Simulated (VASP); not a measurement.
Write the native input for VASP 6.6.1 that does the following.

```yaml
Task: single point
Functional: PBE
Potentials_or_basis: VASP PAW PBE potentials, release 64 (Li_sv)
Cutoff: 520 eV
k_mesh: 15 × 15 × 8
Occupations: fermi-dirac, width 0.05 eV
Spin: no spin polarisation
Dipole_correction: no
Further_INCAR_settings: ALGO = Normal; EDIFF = 1e-07; NBANDS = 10
```

The structure of Li lies in POSCAR:

```
Li
1.0
    1.5272886041     -2.6453414601      0.0000000000
    1.5272886041      2.6453414601      0.0000000000
    0.0000000000      0.0000000000      5.0027240925
Li
2
Direct
    0.6666666670      0.3333333330      0.2500000000
    0.3333333330      0.6666666670      0.7500000000
```

This isn't the form of Li at room conditions, which is bcc.

These files were run (other wordings do the same):

INCAR

```
PREC = Accurate
ENCUT = 520
EDIFF = 1E-7
ISMEAR = -1
SIGMA = 0.05
LREAL = F
LASPH = T
NELM = 80
ALGO = Normal
ISIF = 2
LWAVE = F
LCHARG = T
GGA = PE
LELF = T
LVHAR = T
NBANDS = 10
```

KPOINTS

```
regular mesh
0
Gamma
  15 15 8
```

Potentials or basis: VASP PAW PBE potentials, release 64 (Li_sv).

The run is started by

```sh
$ cat potpaw_PBE.64/Li_sv/POTCAR > POTCAR
$ mpirun -np 1 vasp_std > vasp.out
```

Results of the run:

* Band gap on the k mesh: zero (bands 3 and 4 overlap by 4.63 eV)

Wall time 25 s on 1 thread of Intel(R) Xeon(R) Platinum 8259CL CPU @ 2.50GHz (Skylake/Cascade Lake), with other jobs on the host, peak memory 0.17 GiB.
